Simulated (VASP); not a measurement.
TiTe2: single point with PBE

TiTe2:

```
CELL_PARAMETERS angstrom
3.86916 0.00000 0.00000
-1.93458 3.35079 0.00000
0.00000 0.00000 6.65655
ATOMIC_POSITIONS crystal
Ti 0.00000 0.00000 0.00000
Te 0.66667 0.33333 0.26280
Te 0.33333 0.66667 0.73720
```

| Quantity | Value |
| --- | --- |
| Program | VASP 6.6.1 |
| Task | single point |
| Functional | PBE |
| Potentials or basis | VASP PAW PBE potentials, release 64 (Ti_sv, Te) |
| Cutoff | 520 eV |
| k mesh | 10 × 10 × 5 |
| Occupations | fermi-dirac, width 0.1 eV |
| Spin | no spin polarisation |

```yaml
Pressure: -3.1 GPa
Largest_force: 0.520 eV/Å
Band_gap_on_the_k_mesh: zero (band 12 reaches 6.37 eV, above the bottom of band 13 at 5.86 eV)
```

Forces in eV/Å, atoms in the order of the input:
```
Ti   0.000  0.000  0.000
Te   0.000  0.000 -0.520
Te   0.000  0.000  0.520
```

Stress tensor (GPa, compression positive):
```
-3.29  0.00  0.00
 0.00 -3.29  0.00
 0.00  0.00 -2.87
```

Levels at points of the mesh, in eV from the Fermi level:
| k point | band 9 | band 10 | band 11 | band 12 | band 13 | band 14 | band 15 | band 16 |
| --- | --- | --- | --- | --- | --- | --- | --- | --- |
| (0.00, 0.00, 0.00) | -1.57 | 0.37 | 0.38 | 0.38 | 0.44 | 0.90 | 0.90 | 2.77 |
| (0.50, 0.00, 0.00) | -2.51 | -2.22 | -1.64 | -1.08 | 0.04 | 1.02 | 1.32 | 2.25 |

It took 54 s on 1 thread of Intel(R) Xeon(R) 6975P-C (Granite Rapids), on a shared host, peak memory 0.25 GiB.

Caveat: spin-orbit coupling is left out, which moves the levels of the heavy elements; this functional lacks dispersion, which binds the layers, so the pressure and a relaxed spacing across them are unreliable.
